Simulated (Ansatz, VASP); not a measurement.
# Na in VASP and in Ansatz

```xyz
1
Lattice="-1.8613 1.8613 2.5600 1.8613 -1.8613 2.5600 1.8613 1.8613 -2.5600" Properties=species:S:1:pos:R:3 pbc="T T T"
Na    0.0000    0.0000    0.0000
```

Alike in both runs: task single point; functional PBEsol; k mesh 16 × 16 × 16; occupations gaussian, width 0.1 eV; no spin polarisation.

|  | VASP | Ansatz |
| --- | --- | --- |
| version | VASP 6.6.1 | Ansatz 0.2.0 |
| potentials or method | VASP PAW PBE potentials, release 64 (Na_pv), cutoff 520 eV | scalar-relativistic, plane waves, PAW |
| valence electrons in the cell | 7 | 9 |

```csv
,VASP,Ansatz,Ansatz less VASP
gap on the k mesh at the Fermi level (eV),none,none,-
pressure (GPa),0.3,0.2,-0.09
```

VASP's potentials were made for PBE, not for PBEsol. A gap of «none» marks a metal or a gap that the smearing closes. VASP's potentials hold 7 valence electrons a cell and Ansatz's 9, so a difference there can come from the potentials and not from the codes.
